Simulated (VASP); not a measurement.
A run of VASP 6.6.1 is set up as follows.

File INCAR:

```
PREC = Accurate
ENCUT = 600
EDIFF = 1E-6
ISMEAR = 0
SIGMA = 0.2
LREAL = False
LASPH = True
NELM = 120
ALGO = Normal
ISIF = 2
LWAVE = False
LCHARG = False
GGA = PE
NBANDS = 39
GGA_COMPAT = False
```

The input KPOINTS:

```
Automatic mesh
0
Gamma
  4 4 4
```

Contents of POSCAR:

```
Ti4C3
1.0
    4.3118524004      0.0000000000      0.0000000000
    0.0000000000      4.3118524004      0.0000000000
    0.0000000000      0.0000000000      4.3118524004
Ti C
4 3
Direct
    0.5000000000      0.0000000000      0.0000000000
    0.0000000000      0.5000000000      0.0000000000
    0.0000000000      0.0000000000      0.5000000000
    0.5000000000      0.5000000000      0.5000000000
    0.0000000000      0.5000000000      0.5000000000
    0.5000000000      0.0000000000      0.5000000000
    0.5000000000      0.5000000000      0.0000000000
```

Potentials or basis: VASP PAW PBE potentials, release 64 (Ti_sv, C).

Run with:

```bash
$ cat potpaw_PBE.64/Ti_sv/POTCAR potpaw_PBE.64/C/POTCAR > POTCAR
$ mpirun -np 1 vasp_std > vasp.out
```

(1) Predict the band gap on the k mesh.

(2) Predict the pressure.

## Answers

(1) zero (bands 30 and 31 overlap by 1.15 eV).

(2) -0.3 GPa.

Caveat: the k points lie up to 0.36 Å⁻¹ apart, too coarse for converged energies and pressures of a metal.
